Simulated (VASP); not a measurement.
# AlN (Fm-3m) in VASP: a series of runs

Aim: see how the results for AlN move with the level of theory and the settings. Levels: PBE, LDA. Tasks: single point.

Everything below comes from runs of VASP 6.6.1. Logs are shortened: lines on timing, memory, paths and dates and some standing lists are left out, and cuts for length are marked.

### 1 The cell of the first run

It takes space group Fm-3m (No. 225, cubic). The conventional cell has a = 4.038 Å, b = 4.038 Å, c = 4.038 Å, α = 90.00°, β = 90.00°, γ = 90.00°. Al (site symmetry m-3m) has 6 N at 2.02 Å within 2.7 Å. N (site symmetry m-3m) has 6 Al at 2.02 Å within 2.7 Å.

### 2 Single point, PBE

File INCAR:

```
SYSTEM = AlN
ALGO = Normal
EDIFF = 1E-6
ENCUT = 600
GGA = PE
GGA_COMPAT = .FALSE.
ISIF = 2
ISMEAR = 0
LASPH = .TRUE.
LCHARG = .TRUE.
LELF = .TRUE.
LREAL = .FALSE.
LVHAR = .TRUE.
LWAVE = .FALSE.
NBANDS = 11
NELM = 120
PREC = Accurate
SIGMA = 0.01
```

File KPOINTS:

```
k-points
0
G
  4 4 4
  0 0 0
```

File POSCAR:

```
AlN
1.0
    0.0000000000      2.0188684454      2.0188684454
    2.0188684454      0.0000000000      2.0188684454
    2.0188684454      2.0188684454      0.0000000000
Al N
1 1
Direct
    0.0000000000      0.0000000000      0.0000000000
    0.5000000000      0.5000000000      0.5000000000
```

Potentials or basis: VASP PAW PBE potentials, release 64 (Al, N).

On the command line:

```bash
$ cat potpaw_PBE.64/Al/POTCAR potpaw_PBE.64/N/POTCAR > POTCAR
$ mpirun -np 1 vasp_std > vasp.out
```

OUTCAR:

```text
SYSTEM = AlN
   EDIFF = 1E-6
   ENCUT = 600
   GGA = PE
   ISIF = 2
   ISMEAR = 0
   LASPH = .TRUE.
   LREAL = .FALSE.
   NELM = 120
   PREC = Accurate

 ion  position               nearest neighbor table
   1  0.000  0.000  0.000-   2 2.02   2 2.02   2 2.02   2 2.02   2 2.02   2 2.02
   2  0.500  0.500  0.500-   1 2.02   1 2.02   1 2.02   1 2.02   1 2.02   1 2.02

  LATTYP: Found a face centered cubic cell.
 ALAT       =     4.0377368908

  Lattice vectors:

 A1 = (   0.0000000000,   2.0188684454,   2.0188684454)
 A2 = (   2.0188684454,   0.0000000000,   2.0188684454)
 A3 = (   2.0188684454,   2.0188684454,   0.0000000000)

Analysis of symmetry for initial positions (statically):
=====================================================================
 Subroutine PRICEL returns:
 Original cell was already a primitive cell.

 Routine SETGRP: Setting up the symmetry group for a
 face centered cubic supercell.

 Subroutine GETGRP returns: Found 48 space group operations
 (whereof 48 operations were pure point group operations)
 out of a pool of 48 trial point group operations.

The static configuration has the point symmetry O_h .

Analysis of symmetry for dynamics (positions and initial velocities):
=====================================================================
 Subroutine PRICEL returns:
 Original cell was already a primitive cell.

 Routine SETGRP: Setting up the symmetry group for a
 face centered cubic supercell.

 Subroutine GETGRP returns: Found 48 space group operations
 (whereof 48 operations were pure point group operations)
 out of a pool of 48 trial point group operations.

The dynamic configuration has the point symmetry O_h .

 Subroutine INISYM returns: Found 48 space group operations
 (whereof 48 operations are pure point group operations),
 and found     1 'primitive' translations

----------------------------------------------------------------------------------------

                                     Primitive cell

  volume of cell :      16.4571

  direct lattice vectors                    reciprocal lattice vectors
     0.000000000  2.018868445  2.018868445    -0.247663488  0.247663488  0.247663488
     2.018868445  0.000000000  2.018868445     0.247663488 -0.247663488  0.247663488
     2.018868445  2.018868445  0.000000000     0.247663488  0.247663488 -0.247663488

  length of vectors
     2.855111136  2.855111136  2.855111136     0.428965744  0.428965744  0.428965744

  position of ions in fractional coordinates (direct lattice)
     0.000000000  0.000000000  0.000000000
     0.500000000  0.500000000  0.500000000

  ion indices of the primitive-cell ions
   primitive index   ion index
                 1           1
                 2           2

----------------------------------------------------------------------------------------

 KPOINTS: k-points

Automatic generation of k-mesh.
 Grid dimensions read from file:
 generate k-points for:    4    4    4

 Generating k-lattice:

  Cartesian coordinates                     Fractional coordinates (reciprocal lattice)
    -0.061915872  0.061915872  0.061915872     0.250000000  0.000000000  0.000000000
     0.061915872 -0.061915872  0.061915872     0.000000000  0.250000000  0.000000000
     0.061915872  0.061915872 -0.061915872     0.000000000  0.000000000  0.250000000

  Length of vectors
     0.107241436  0.107241436  0.107241436

  Shift w.r.t. Gamma in fractional coordinates (k-lattice)
     0.000000000  0.000000000  0.000000000

 Subroutine IBZKPT returns following result:
 ===========================================

 Found      8 irreducible k-points:

 Following reciprocal coordinates:
            Coordinates               Weight
  0.000000  0.000000  0.000000      1.000000
  0.250000  0.000000  0.000000      8.000000
  0.500000  0.000000  0.000000      4.000000
  0.250000  0.250000  0.000000      6.000000
  0.500000  0.250000  0.000000     24.000000
 -0.250000  0.250000  0.000000     12.000000
  0.500000  0.500000  0.000000      3.000000
 -0.250000  0.500000  0.250000      6.000000
   k-points           NKPTS =      8   k-points in BZ     NKDIM =      8   number of bands    NBANDS=     11
   number of dos      NEDOS =    301   number of ions     NIONS =      2
   total plane-waves  NPLWV =  13824
   dimension x,y,z NGX =    24 NGY =   24 NGZ =   24
   dimension x,y,z NGXF=    48 NGYF=   48 NGZF=   48
   ions per type =               1   1
   NGX,Y,Z   is equivalent  to a cutoff of  13.97, 13.97, 13.97 a.u.
   NGXF,Y,Z  is equivalent  to a cutoff of  27.95, 27.95, 27.95 a.u.
 SYSTEM =  AlN
   PREC   = accura    normal or accurate (medium, high low for compatibility)
   ISTART =      0    job   : 0-new  1-cont  2-samecut
   ICHARG =      2    charge: 1-file 2-atom 10-const
   ISPIN  =      1    spin polarized calculation?
   LNONCOLLINEAR =      F non collinear calculations
   LSORBIT =      F    spin-orbit coupling
   LASPH  =      T    aspherical Exc in radial PAW
   ENCUT  =  600.0 eV  44.10 Ry    6.64 a.u.   5.70  5.70  5.70*2*pi/ulx,y,z
   NELM   =    120;   NELMIN=  2; NELMDL= -5     # of ELM steps
   EDIFF  = 0.1E-05   stopping-criterion for ELM
   LREAL  =      F    real-space projection
   EDIFFG = 0.1E-04   stopping-criterion for IOM
   NSW    =      0    number of steps for IOM
   IBRION =     -1    ionic relax: 0-MD 1-quasi-New 2-CG
   NFREE  =      0    steps in history (QN), initial steepest desc. (CG)
   ISIF   =      2    stress and relaxation
   ISYM   =      2    0-nonsym 1-usesym 2-fastsym
   POTIM  = 0.5000    time-step for ionic-motion
   TEBEG  =    0.0;   TEEND  =   0.0 temperature during run
   PSTRESS=    0.0 pullay stress
   NELECT =       8.0000    total number of electrons
   NUPDOWN=      -1.0000    fix difference up-down
   EMIN   =  10.00;   EMAX   =-10.00  energy-range for DOS
   EFERMI =   0.00;   METHOD = LEGACY
   ISMEAR =     0;   SIGMA  =   0.01  broadening in eV -4-tet -1-fermi 0-gaus
   EFERMI_NEDOS =   21; number of points for ismear=-14 and -15
   IALGO  =     38    algorithm
   IMIX   =      4    mixing-type and parameters
     AMIX     =   0.40;   BMIX     =  1.00
     AMIX_MAG =   1.60;   BMIX_MAG =  1.00
  volume/ion in A,a.u.               =       8.23        55.53
  Fermi-wavevector in a.u.,A,eV,Ry     =   1.287222  2.432497 22.544046  1.656941
  Thomas-Fermi vector in A             =   2.419249
   LORBIT       =      0    0 simple, 1 ext, 2 COOP (PROOUT), +10 PAW based schemes
   GGA     = PE    functional components
   LHFCALC =     F    Hartree Fock is set to
   AEXX    =    0.0000 exact exchange contribution
   IVDW    =     0    specifies the selected vdW correction
   LEPSILON=     F    determine dielectric tensor
   LRPA    =     F    only Hartree local field effects (RPA)
 non-spin polarized calculation
 Gauss-broadening in eV      SIGMA  =   0.01
  energy-cutoff  :      600.00
  volume of cell :       16.46
 maximum number of plane-waves:       568
 NGX is ok and might be reduce to    24
   NGX = 11   NGY = 11   NGZ = 11

 number of electron       7.9999999 magnetization

 Free energy of the ion-electron system (eV)
  ---------------------------------------------------
  ext. energy  EPLUGINS =         0.00000000
  ---------------------------------------------------
  free energy    TOTEN  =       -14.45708265 eV

  energy without entropy =      -14.45708265  energy(sigma->0) =      -14.45708265

 E-fermi :  10.1973     XC(G=0): -12.2959

 val. band max:       10.0704521030   @ k =   0.0000   0.0000   0.0000
 cond. band min:      14.6653046024   @ k =   0.5000   0.5000   0.0000
 fundamental gap:      4.5948524994
 Fermi energy:        10.1972556493

 k-point     1 :       0.0000    0.0000    0.0000
  band No.  band energies     occupation
      1      -7.5416      2.00000
      2      10.0705      2.00000
      3      10.0705      2.00000
      4      10.0705      2.00000
      5      15.7921      0.00000
      6      22.2008      0.00000
      7      22.2008      0.00000
      8      22.2008      0.00000
      9      27.3554      0.00000
     10      27.8399      0.00000
     11      27.8399      0.00000

 k-point     2 :       0.2500    0.0000    0.0000
  band No.  band energies     occupation
      1      -6.3057      2.00000
      2       5.7046      2.00000
      3       9.4754      2.00000
      4       9.4754      2.00000
      5      16.9594      0.00000
      6      21.2230      0.00000
      7      22.3716      0.00000
      8      22.3716      0.00000
      9      26.2519      0.00000
     10      26.2519      0.00000
     11      27.2345      0.00000

 k-point     3 :       0.5000    0.0000    0.0000
  band No.  band energies     occupation
      1      -4.2527      2.00000
      2       1.7075      2.00000
      3       8.9812      2.00000
      4       8.9812      2.00000
      5      16.1981      0.00000
      6      21.0494      0.00000
      7      21.0494      0.00000
      8      23.4303      0.00000
      9      26.1566      0.00000
     10      30.7547      0.00000
     11      30.7547      0.00000

 k-point     4 :       0.2500    0.2500    0.0000
  band No.  band energies     occupation
      1      -5.9113      2.00000
      2       6.2289      2.00000
      3       8.4272      2.00000
      4       8.4272      2.00000
      5      17.5022      0.00000
      6      17.8103      0.00000
      7      21.2957      0.00000
      8      25.0071      0.00000
      9      25.0071      0.00000
     10      29.8003      0.00000
     11      32.6445      0.00000

 k-point     5 :       0.5000    0.2500    0.0000
  band No.  band energies     occupation
      1      -3.8978      2.00000
      2       3.1726      2.00000
      3       6.2075      2.00000
      4       8.0092      2.00000
      5      16.6227      0.00000
      6      19.4869      0.00000
      7      21.8111      0.00000
      8      23.9275      0.00000
      9      26.8386      0.00000
     10      32.4078      0.00000
     11      32.8292      0.00000

 k-point     6 :      -0.2500    0.2500    0.0000
  band No.  band energies     occupation
      1      -4.6049      2.00000
      2       4.0966      2.00000
      3       5.8890      2.00000
      4       8.9280      2.00000
      5      18.4323      0.00000
      6      20.6356      0.00000
      7      20.6755      0.00000
      8      22.6234      0.00000
      9      26.6885      0.00000
     10      29.3005      0.00000
     11      31.6337      0.00000

 k-point     7 :       0.5000    0.5000    0.0000
  band No.  band energies     occupation
      1      -3.2605      2.00000
      2       2.6315      2.00000
      3       7.2475      2.00000
      4       7.2475      2.00000
      5      14.6653      0.00000
      6      15.3185      0.00000
      7      24.1685      0.00000
      8      27.3589      0.00000
      9      27.3589      0.00000
     10      33.2492      0.00000
     11      36.1950      0.00000

 k-point     8 :      -0.2500    0.5000    0.2500
  band No.  band energies     occupation
      1      -3.0992      2.00000
      2       4.3195      2.00000
      3       4.3195      2.00000
      4       6.1272      2.00000
      5      18.1807      0.00000
      6      20.7897      0.00000
      7      20.7897      0.00000
      8      22.3361      0.00000
      9      29.3817      0.00000
     10      29.3817      0.00000
     11      35.2149      0.00000

------------------------ aborting loop because EDIFF is reached ----------------------------------------

  FORCE on cell =-STRESS in cart. coord.  units (eV):
  Direction    XX          YY          ZZ          XY          YZ          ZX
  --------------------------------------------------------------------------------------
  -------------------------------------------------------------------------------------
  Total        0.6231377      0.6231377      0.6231377     -0.0000000      0.0000000      0.0000000
  in kB       60.6653259     60.6653259     60.6653259     -0.0000000      0.0000000      0.0000000
  external PRESSURE =      60.6653259 kB  Pullay stress =       0.0000000 kB

 VOLUME and BASIS-vectors are now :
 -----------------------------------------------------------------------------
  energy-cutoff  :      600.00
  volume of cell :       16.46
      direct lattice vectors                 reciprocal lattice vectors
     0.000000000  2.018868445  2.018868445    -0.247663488  0.247663488  0.247663488
     2.018868445  0.000000000  2.018868445     0.247663488 -0.247663488  0.247663488
     2.018868445  2.018868445  0.000000000     0.247663488  0.247663488 -0.247663488

 POSITION                                       TOTAL-FORCE (eV/Angst)
 -----------------------------------------------------------------------------------
      0.00000      0.00000      0.00000        -0.000000     -0.000000      0.000000
      2.01887      2.01887      2.01887         0.000000      0.000000     -0.000000
 -----------------------------------------------------------------------------------
    total drift:                               -0.000000     -0.000000      0.000000

  FREE ENERGIE OF THE ION-ELECTRON SYSTEM (eV)
  ---------------------------------------------------
  free  energy   TOTEN  =       -14.4570826522 eV

  energy  without entropy=      -14.4570826522  energy(sigma->0) =      -14.45708265
```

Run time: 1.8 s. Hardware: 1 thread of Intel Xeon 6975P-C (Granite Rapids), shared host; peak memory 0.13 GiB.

What came out:

* Free energy: -14.4571 eV
* Pressure: 6.1 GPa
* Band gap on the k mesh: 4.59 eV, indirect (least direct gap 5.72 eV)

Caveat: the k points lie up to 0.67 Å⁻¹ apart.

### 3 Single point, LDA

File INCAR:

```
SYSTEM = AlN
PREC = Accurate
ENCUT = 600
EDIFF = 1E-6
ISMEAR = 0
SIGMA = 0.01
LREAL = .False.
LASPH = .True.
NELM = 120
ALGO = Normal
ISIF = 2
LWAVE = .False.
LCHARG = .False.
GGA = CA
NBANDS = 11
GGA_COMPAT = .False.
```

File KPOINTS:

```
regular mesh
0
Gamma
  8 8 8
  0 0 0
```

POSCAR is that of step 2.

Potentials or basis: VASP PAW LDA potentials, release 64 (Al, N).

On the command line:

```bash
$ cat potpaw_LDA.64/Al/POTCAR potpaw_LDA.64/N/POTCAR > POTCAR
$ mpirun -np 1 vasp_std > vasp.out
```

It took 2.2 s on 1 thread of Intel Xeon 6975P-C (Granite Rapids), shared host; peak memory 0.12 GiB.

It converged, with:

| Property | Result |
| --- | --- |
| Free energy | -16.2269 eV |
| Pressure | -4.8 GPa |
| Band gap on the k mesh | 4.50 eV, indirect (least direct gap 5.83 eV) |

Levels at points of the mesh, in eV from the valence-band top:
| k point | band 1 | band 2 | band 3 | band 4 | band 5 | band 6 | band 7 | band 8 | band 9 |
| --- | --- | --- | --- | --- | --- | --- | --- | --- | --- |
| (0.00, 0.00, 0.00) | -17.45 | 0.00 | 0.00 | 0.00 | 5.83 | 12.04 | 12.04 | 12.04 | 17.27 |
| (0.50, 0.00, 0.00) | -14.09 | -8.37 | -1.09 | -1.09 | 6.15 | 10.84 | 10.84 | 13.18 | 15.92 |
| (0.50, 0.50, 0.00) | -13.07 | -7.44 | -2.82 | -2.82 | 4.50 | 5.19 | 13.94 | 17.05 | 17.05 |

A k mesh can miss the band edges.
